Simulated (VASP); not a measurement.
# Cu (Fm-3m) in VASP: further runs

The runs below take Cu through relaxation of cell and atoms, with PBE.

Everything below comes from runs of VASP 6.6.1. Logs are shortened: lines on timing, memory, paths and dates and some standing lists are left out, and cuts for length are marked.

## Step 1: The cell of the first run

The structure is cubic, space group Fm-3m (No. 225). Conventional cell: a = 3.615 Å, b = 3.615 Å, c = 3.615 Å, α = 90.00°, β = 90.00°, γ = 90.00°. Cu (site symmetry m-3m) has 12 Cu at 2.56 Å within 3.4 Å.

## Step 2: Relaxation of cell and atoms, PBE, target pressure 2 GPa, at which the enthalpy is minimised

INCAR

```
  PREC = Accurate
  ENCUT = 600
  EDIFF = 1E-6
  ISMEAR = 0
  SIGMA = 0.01
  LREAL = False
  LASPH = True
  NELM = 100
  ALGO = Normal
  ISIF = 3
  LWAVE = False
  LCHARG = False
  GGA = PE
  IBRION = 2
  NSW = 80
  EDIFFG = -0.01
  PSTRESS = 20.0
```

KPOINTS

```
regular mesh
0
Gamma
  6 6 6
```

POSCAR

```
Cu
1.0
    0.0000000000      1.8075000000      1.8075000000
    1.8075000000      0.0000000000      1.8075000000
    1.8075000000      1.8075000000      0.0000000000
Cu
1
Direct
    0.0000000000      0.0000000000      0.0000000000
```

Potentials or basis: VASP PAW PBE potentials, release 64 (Cu).

Launch:

```console
$ cat potpaw_PBE.64/Cu/POTCAR > POTCAR
$ mpirun -np 1 vasp_std > vasp.out
```

OUTCAR:

```text
PREC = Accurate
   ENCUT = 600
   EDIFF = 1E-6
   ISMEAR = 0
   LREAL = False
   LASPH = True
   NELM = 100
   ISIF = 3
   GGA = PE
   IBRION = 2
   NSW = 80
   EDIFFG = -0.01
   PSTRESS = 20.0

 ion  position               nearest neighbor table
   1  0.000  0.000  0.000-

  LATTYP: Found a face centered cubic cell.
 ALAT       =     3.6150000000

  Lattice vectors:

 A1 = (   0.0000000000,   1.8075000000,   1.8075000000)
 A2 = (   1.8075000000,   0.0000000000,   1.8075000000)
 A3 = (   1.8075000000,   1.8075000000,   0.0000000000)

Analysis of symmetry for initial positions (statically):
=====================================================================
 Subroutine PRICEL returns:
 Original cell was already a primitive cell.

 Routine SETGRP: Setting up the symmetry group for a
 face centered cubic supercell.

 Subroutine GETGRP returns: Found 48 space group operations
[... 9 lines left out ...]

 Routine SETGRP: Setting up the symmetry group for a
 face centered cubic supercell.

 Subroutine GETGRP returns: Found 48 space group operations
[... 11 lines left out ...]
                                     Primitive cell

  volume of cell :      11.8104

  direct lattice vectors                    reciprocal lattice vectors
     0.000000000  1.807500000  1.807500000    -0.276625173  0.276625173  0.276625173
     1.807500000  0.000000000  1.807500000     0.276625173 -0.276625173  0.276625173
     1.807500000  1.807500000  0.000000000     0.276625173  0.276625173 -0.276625173

  length of vectors
     2.556191014  2.556191014  2.556191014     0.479128854  0.479128854  0.479128854

  position of ions in fractional coordinates (direct lattice)
     0.000000000  0.000000000  0.000000000

  ion indices of the primitive-cell ions
   primitive index   ion index
                 1           1

----------------------------------------------------------------------------------------

 KPOINTS: regular mesh

Automatic generation of k-mesh.
 Grid dimensions read from file:
 generate k-points for:    6    6    6

 Generating k-lattice:

  Cartesian coordinates                     Fractional coordinates (reciprocal lattice)
    -0.046104195  0.046104195  0.046104195     0.166666667  0.000000000  0.000000000
     0.046104195 -0.046104195  0.046104195     0.000000000  0.166666667  0.000000000
[... 33 lines left out ...]
   total plane-waves  NPLWV =   8000
   dimension x,y,z NGX =    20 NGY =   20 NGZ =   20
   dimension x,y,z NGXF=    40 NGYF=   40 NGZF=   40
   ions per type =               1
   NGX,Y,Z   is equivalent  to a cutoff of  13.01, 13.01, 13.01 a.u.
   NGXF,Y,Z  is equivalent  to a cutoff of  26.01, 26.01, 26.01 a.u.
 SYSTEM =  unknown system
   PREC   = accura    normal or accurate (medium, high low for compatibility)
   ISTART =      0    job   : 0-new  1-cont  2-samecut
   ICHARG =      2    charge: 1-file 2-atom 10-const
   ISPIN  =      1    spin polarized calculation?
   LNONCOLLINEAR =      F non collinear calculations
   LSORBIT =      F    spin-orbit coupling
   LASPH  =      T    aspherical Exc in radial PAW
   ENCUT  =  600.0 eV  44.10 Ry    6.64 a.u.   5.11  5.11  5.11*2*pi/ulx,y,z
   NELM   =    100;   NELMIN=  2; NELMDL= -5     # of ELM steps
   EDIFF  = 0.1E-05   stopping-criterion for ELM
   LREAL  =      F    real-space projection
   EDIFFG = -.1E-01   stopping-criterion for IOM
   NSW    =     80    number of steps for IOM
   IBRION =      2    ionic relax: 0-MD 1-quasi-New 2-CG
   NFREE  =      1    steps in history (QN), initial steepest desc. (CG)
   ISIF   =      3    stress and relaxation
   ISYM   =      2    0-nonsym 1-usesym 2-fastsym
   POTIM  = 0.5000    time-step for ionic-motion
   TEBEG  =    0.0;   TEEND  =   0.0 temperature during run
   PSTRESS=   20.0 pullay stress
   NELECT =      11.0000    total number of electrons
   NUPDOWN=      -1.0000    fix difference up-down
   EMIN   =  10.00;   EMAX   =-10.00  energy-range for DOS
   EFERMI =   0.00;   METHOD = LEGACY
   ISMEAR =     0;   SIGMA  =   0.01  broadening in eV -4-tet -1-fermi 0-gaus
   EFERMI_NEDOS =   21; number of points for ismear=-14 and -15
   IALGO  =     38    algorithm
   IMIX   =      4    mixing-type and parameters
     AMIX     =   0.40;   BMIX     =  1.00
     AMIX_MAG =   1.60;   BMIX_MAG =  1.00
  volume/ion in A,a.u.               =      11.81        79.70
  Fermi-wavevector in a.u.,A,eV,Ry     =   1.598763  3.021224 34.777078  2.556043
  Thomas-Fermi vector in A             =   2.696162
   LORBIT       =      0    0 simple, 1 ext, 2 COOP (PROOUT), +10 PAW based schemes
   GGA     = PE    functional components
   LHFCALC =     F    Hartree Fock is set to
   AEXX    =    0.0000 exact exchange contribution
   IVDW    =     0    specifies the selected vdW correction
   LEPSILON=     F    determine dielectric tensor
   LRPA    =     F    only Hartree local field effects (RPA)
 conjugate gradient relaxation of ions
 non-spin polarized calculation
 Gauss-broadening in eV      SIGMA  =   0.01
  energy-cutoff  :      600.00
  volume of cell :       11.81
 maximum number of plane-waves:       411
   NGX = 11   NGY = 11   NGZ = 11

--------------------------------------- Ionic step        1  -------------------------------------------

 number of electron      11.0000001 magnetization

 Free energy of the ion-electron system (eV)
  ---------------------------------------------------
  ext. energy  EPLUGINS =         0.00000000
  ---------------------------------------------------
  free energy    TOTEN  =        -3.66037618 eV

  energy without entropy =       -3.65978033  energy(sigma->0) =       -3.66007826

------------------------ aborting loop because EDIFF is reached ----------------------------------------

  FORCE on cell =-STRESS in cart. coord.  units (eV):
  Direction    XX          YY          ZZ          XY          YZ          ZX
  --------------------------------------------------------------------------------------
  -------------------------------------------------------------------------------------
  Total        0.2569289      0.2569289      0.2569289      0.0000000     -0.0000000     -0.0000000
  in kB       34.8544836     34.8544836     34.8544836      0.0000000     -0.0000000     -0.0000000
  external PRESSURE =      14.8544836 kB  Pullay stress =      20.0000000 kB
[... 61 lines left out ...]
--------------------------------------- Ionic step        3  -------------------------------------------

 number of electron      10.9999998 magnetization

 Free energy of the ion-electron system (eV)
  ---------------------------------------------------
  ext. energy  EPLUGINS =         0.00000000
  ---------------------------------------------------
  free energy    TOTEN  =        -3.66236639 eV

  energy without entropy =       -3.66177054  energy(sigma->0) =       -3.66206846

 E-fermi :   7.3789     XC(G=0): -12.6699

 val. band max:        7.3766791919   @ k =   0.5000   0.3333   0.1667
 cond. band min:       7.9316567573   @ k =   0.5000   0.1667   0.0000
 fundamental gap:      0.5549775654
 Fermi energy:         7.3789323125

 k-point     1 :       0.0000    0.0000    0.0000
  band No.  band energies     occupation
      1      -1.8123      2.00000
      2       4.4634      2.00000
      3       4.4634      2.00000
      4       4.4634      2.00000
      5       5.2726      2.00000
      6       5.2726      2.00000
      7      29.9803      0.00000
      8      32.5472      0.00000
      9      32.5472      0.00000
[... 210 lines left out ...]
  energy  without entropy=       -3.6617705396  energy(sigma->0) =       -3.66206846

  enthalpy is  TOTEN    =        -3.5134789834 eV   P V=        0.1488874040

 reached required accuracy - stopping structural energy minimisation
```

OSZICAR:

```text
N       E                     dE             d eps       ncg     rms          rms(c)
DAV:   1     0.385347089418E+02    0.38535E+02   -0.60813E+03   288   0.223E+03
DAV:   2    -0.397531148145E+01   -0.42510E+02   -0.40264E+02   288   0.203E+02
DAV:   3    -0.454981777392E+01   -0.57451E+00   -0.57287E+00   338   0.348E+01
[... 19 lines left out ...]
DAV:   1    -0.367091110825E+01   -0.78452E-02   -0.16547E-01   297   0.105E+01    0.767E-01
DAV:   2    -0.366540237800E+01    0.55087E-02   -0.13649E-01   297   0.841E+00    0.316E-01
DAV:   3    -0.366258650355E+01    0.28159E-02   -0.21843E-02   296   0.346E+00    0.106E-01
DAV:   4    -0.366236670032E+01    0.21980E-03   -0.26470E-04   368   0.197E-01    0.236E-03
DAV:   5    -0.366236638747E+01    0.31285E-06   -0.16979E-06   191   0.246E-02
   3 F= -.35134790E+01 E0= -.35131811E+01  d E =-.532279E-03
```

It took 6.4 s on 1 thread of Intel Xeon Platinum 8488C (Sapphire Rapids), shared host; peak memory 0.12 GiB.

Results:

- Free energy: -3.6624 eV
- Relaxed volume: 11.93 Å³/atom
- Relaxed cell: a = 2.565 Å, b = 2.565 Å, c = 2.565 Å, α = 60.00°, β = 60.00°, γ = 60.00°
- Space group after relaxing (to 0.05 Å): Fm-3m (No. 225)
- Energy change on relaxing (the enthalpy is what falls): -2.0 meV/atom
- Ionic steps: 3
- Pressure after relaxing: 2.0 GPa

Step by step:
```csv
step,energy change (eV),largest force (eV/Å),pressure (GPa),volume (Å³)
1,0.0000,0.0000,3.49,11.81
2,-0.0027,0.0000,1.13,12.00
3,-0.0020,0.0000,1.97,11.93
```

Final structure:
```yaml
crystal:
  lattice:
    - [0.00000, 1.81344, 1.81344]
    - [1.81344, 0.00000, 1.81344]
    - [1.81344, 1.81344, 0.00000]
  atoms:
    - { symbol: Cu, position: [0.00000, 0.00000, 0.00000] }
```

Levels at points of the mesh, in eV from the Fermi level:
```tsv
k point	band 4	band 5	band 6	band 7	band 8	band 9
(0.00, 0.00, 0.00)	-2.92	-2.11	-2.11	22.60	25.17	25.17
(0.50, 0.00, 0.00)	-1.55	-1.55	-0.89	3.79	21.10	22.00
(0.50, 0.50, 0.00)	-1.41	-1.41	1.59	7.13	13.09	13.09
```

Caveat: the k points lie up to 0.50 Å⁻¹ apart in the final cell; the cell is relaxed towards a set pressure, so the enthalpy falls and the energy may rise.

## Step 3: Relaxation of cell and atoms, PBE, target pressure 4 GPa, at which the enthalpy is minimised

INCAR

```
SYSTEM = Cu
ALGO     = Normal         ! electronic algorithm
EDIFF    = 1E-6           ! SCF threshold, eV
EDIFFG   = -0.01          ! ionic threshold
ENCUT    = 600            ! plane-wave cutoff, eV
GGA      = PE             ! functional
IBRION   = 2              ! ionic algorithm
ISIF     = 3              ! what is computed and relaxed
ISMEAR   = 0              ! smearing method
LASPH    = .TRUE.         ! aspherical terms in the spheres
LCHARG   = .FALSE.        ! write CHGCAR
LREAL    = .FALSE.        ! projectors in reciprocal space
LWAVE    = .FALSE.        ! write WAVECAR
NELM     = 100            ! most SCF steps
NSW      = 80             ! ionic steps
PREC     = Accurate       ! precision mode
PSTRESS  = 40.0         
SIGMA    = 0.01           ! smearing width, eV
```

KPOINTS

```
k-points
0
G
  6 6 6
  0 0 0
```

POSCAR is that of step 2.

Potentials or basis: VASP PAW PBE potentials, release 64 (Cu).

Launch:

```console
$ cat potpaw_PBE.64/Cu/POTCAR > POTCAR
$ mpirun -np 1 vasp_std > vasp.out
```

Run time: 7.8 s. Hardware: 1 thread of Intel Xeon Platinum 8488C (Sapphire Rapids), shared host; peak memory 0.12 GiB.

Results (log left out):

| Property | Result |
| --- | --- |
| Free energy | -3.6594 eV |
| Relaxed volume | 11.77 Å³/atom |
| Relaxed cell | a = 2.553 Å, b = 2.553 Å, c = 2.553 Å, α = 60.00°, β = 60.00°, γ = 60.00° |
| Space group after relaxing (to 0.05 Å) | Fm-3m (No. 225) |
| Energy change on relaxing (the enthalpy is what falls) | +1.0 meV/atom |
| Ionic steps | 3 |
| Pressure after relaxing | 4.1 GPa |

The path:
```tsv
step	energy change (eV)	largest force (eV/Å)	pressure (GPa)	volume (Å³)
1	0.0000	0.0000	3.49	11.81
2	0.0016	0.0000	4.29	11.75
3	0.0010	0.0000	4.07	11.77
```

Final structure:
```cif
data_structure
_symmetry_space_group_name_H-M 'P 1'
_symmetry_Int_Tables_number 1
_cell_length_a 2.5532
_cell_length_b 2.5532
_cell_length_c 2.5532
_cell_angle_alpha 60.000
_cell_angle_beta 60.000
_cell_angle_gamma 60.000
_cell_volume 11.77
loop_
_atom_site_label
_atom_site_type_symbol
_atom_site_fract_x
_atom_site_fract_y
_atom_site_fract_z
_atom_site_occupancy
Cu1 Cu 0.00000 0.00000 0.00000 1
```

Levels at points of the mesh, in eV from the Fermi level:
```
           k point  band 2  band 3  band 4  band 5  band 6  band 7  band 8  band 9
(0.00, 0.00, 0.00)   -2.96   -2.96   -2.96   -2.14   -2.14   22.70   25.37   25.37
(0.50, 0.00, 0.00)   -3.00   -3.00   -1.56   -1.56   -0.94    3.85   21.19   22.20
(0.50, 0.50, 0.00)   -4.36   -1.58   -1.42   -1.42    1.57    7.21   13.19   13.19
```

Caveat: the k points lie up to 0.50 Å⁻¹ apart in the final cell; the cell is relaxed towards a set pressure, so the enthalpy falls and the energy may rise.

## Step 4: Relaxation of cell and atoms, PBE, target pressure 6 GPa, at which the enthalpy is minimised

INCAR

```
PREC = Accurate
ENCUT = 600
EDIFF = 1E-6
ISMEAR = 0
SIGMA = 0.01
LREAL = False
LASPH = True
NELM = 80
ALGO = Normal
ISIF = 3
LWAVE = False
LCHARG = False
GGA = PE
IBRION = 2
NSW = 80
EDIFFG = -0.01
PSTRESS = 60.0
```

KPOINTS

```
regular mesh
0
Gamma
  6 6 6
```

POSCAR is that of step 3.

Launch:

```console
$ cat potpaw_PBE.64/Cu/POTCAR > POTCAR
$ mpirun -np 1 vasp_std > vasp.out
```

Run time: 6.2 s. Hardware: 1 thread of Intel Xeon Platinum 8488C (Sapphire Rapids), shared host; peak memory 0.12 GiB.

Results (log left out):

```
Free energy                                            : -3.6549 eV
Relaxed volume                                         : 11.62 Å³/atom
Relaxed cell                                           : a = 2.543 Å, b = 2.543 Å, c = 2.543 Å, α = 60.00°, β = 60.00°, γ = 60.00°
Space group after relaxing (to 0.05 Å)                 : Fm-3m (No. 225)
Energy change on relaxing (the enthalpy is what falls) : +5.5 meV/atom
Ionic steps                                            : 3
Pressure after relaxing                                : 6.0 GPa
```

The path:
| step | energy change (eV) | largest force (eV/Å) | pressure (GPa) | volume (Å³) |
| --- | --- | --- | --- | --- |
| 1 | 0.0000 | 0.0000 | 3.49 | 11.81 |
| 2 | 0.0110 | 0.0000 | 7.91 | 11.50 |
| 3 | 0.0055 | 0.0000 | 5.99 | 11.62 |

Final structure:
```xyz
1
Lattice="0.0000 1.7979 1.7979 1.7979 0.0000 1.7979 1.7979 1.7979 0.0000" Properties=species:S:1:pos:R:3 pbc="T T T"
Cu    0.0000    0.0000    0.0000
```

Levels at points of the mesh, in eV from the Fermi level:
| k point | band 4 | band 5 | band 6 | band 7 | band 8 | band 9 |
| --- | --- | --- | --- | --- | --- | --- |
| (0.00, 0.00, 0.00) | -3.01 | -2.16 | -2.16 | 22.79 | 25.56 | 25.56 |
| (0.50, 0.00, 0.00) | -1.58 | -1.58 | -0.98 | 3.91 | 21.28 | 22.39 |
| (0.50, 0.50, 0.00) | -1.44 | -1.44 | 1.56 | 7.30 | 13.28 | 13.28 |

Caveat: the k points lie up to 0.50 Å⁻¹ apart in the final cell; the cell is relaxed towards a set pressure, so the enthalpy falls and the energy may rise.

## Step 5: Relaxation of cell and atoms, PBE, target pressure 8 GPa, at which the enthalpy is minimised

INCAR

```
ALGO     = Normal         # electronic algorithm
EDIFF    = 1E-7           # SCF threshold, eV
EDIFFG   = -0.01          # ionic threshold
ENCUT    = 600            # plane-wave cutoff, eV
GGA      = PE             # functional
IBRION   = 2              # ionic algorithm
ISIF     = 3              # what is computed and relaxed
ISMEAR   = 0              # smearing method
LASPH    = T              # aspherical terms in the spheres
LCHARG   = F              # write CHGCAR
LREAL    = F              # projectors in reciprocal space
LWAVE    = F              # write WAVECAR
NELM     = 100            # most SCF steps
NSW      = 80             # ionic steps
PREC     = Accurate       # precision mode
PSTRESS  = 80.0         
SIGMA    = 0.01           # smearing width, eV
```

KPOINTS

```
k-points
0
Gamma
  6 6 6
```

POSCAR is that of step 4.

Launch:

```console
$ cat potpaw_PBE.64/Cu/POTCAR > POTCAR
$ mpirun -np 1 vasp_std > vasp.out
```

Wall time 6.8 s (1 thread of Intel Xeon Platinum 8488C (Sapphire Rapids), shared host); peak memory 0.12 GiB.

The run converged. Its results:

```yaml
Free_energy: -3.6490 eV
Relaxed_volume: 11.49 Å³/atom
Relaxed_cell: a = 2.533 Å, b = 2.533 Å, c = 2.533 Å, α = 60.00°, β = 60.00°, γ = 60.00°
Space_group_after_relaxing_to_0.05_Å: Fm-3m (No. 225)
Energy_change_on_relaxing_the_enthalpy_is_what_falls: +11.4 meV/atom
Ionic_steps: 3
Pressure_after_relaxing: 8.0 GPa
```

The path:
```tsv
step	energy change (eV)	largest force (eV/Å)	pressure (GPa)	volume (Å³)
1	0.0000	0.0000	3.49	11.81
2	0.0261	0.0000	11.85	11.25
3	0.0114	0.0000	8.01	11.49
```

Final structure:
```
Cu
1.0
     0.00000    1.79094    1.79094
     1.79094    0.00000    1.79094
     1.79094    1.79094    0.00000
Cu
1
Direct
  0.00000 0.00000 0.00000
```

Levels at points of the mesh, in eV from the Fermi level:
| k point | band 2 | band 3 | band 4 | band 5 | band 6 | band 7 | band 8 | band 9 |
| --- | --- | --- | --- | --- | --- | --- | --- | --- |
| (0.00, 0.00, 0.00) | -3.05 | -3.05 | -3.05 | -2.19 | -2.19 | 22.88 | 25.74 | 25.74 |
| (0.50, 0.00, 0.00) | -3.09 | -3.09 | -1.60 | -1.60 | -1.02 | 3.96 | 21.36 | 22.57 |
| (0.50, 0.50, 0.00) | -4.50 | -1.62 | -1.45 | -1.45 | 1.54 | 7.37 | 13.36 | 13.36 |

Caveat: the k points lie up to 0.51 Å⁻¹ apart in the final cell; the cell is relaxed towards a set pressure, so the enthalpy falls and the energy may rise.

## Step 6: Summary

```tsv
cell	gap on the mesh (eV)	pressure (GPa)
relaxed to 2 GPa	none	2.0
relaxed to 4 GPa	none	4.1
relaxed to 6 GPa	none	6.0
relaxed to 8 GPa	none	8.0
```

Alike in all rows: task relaxation of cell and atoms; level PBE; potentials or basis VASP PAW PBE potentials, release 64 (Cu); no spin polarisation; k mesh 6 × 6 × 6; cutoff (eV) 600; smearing gaussian 0.01 eV.

Caveats: all runs use coarse meshes; the cell is relaxed towards a set pressure, so the enthalpy falls and the energy may rise.

Total energies depend on the potentials used, so only differences within one code and one set of settings carry meaning.
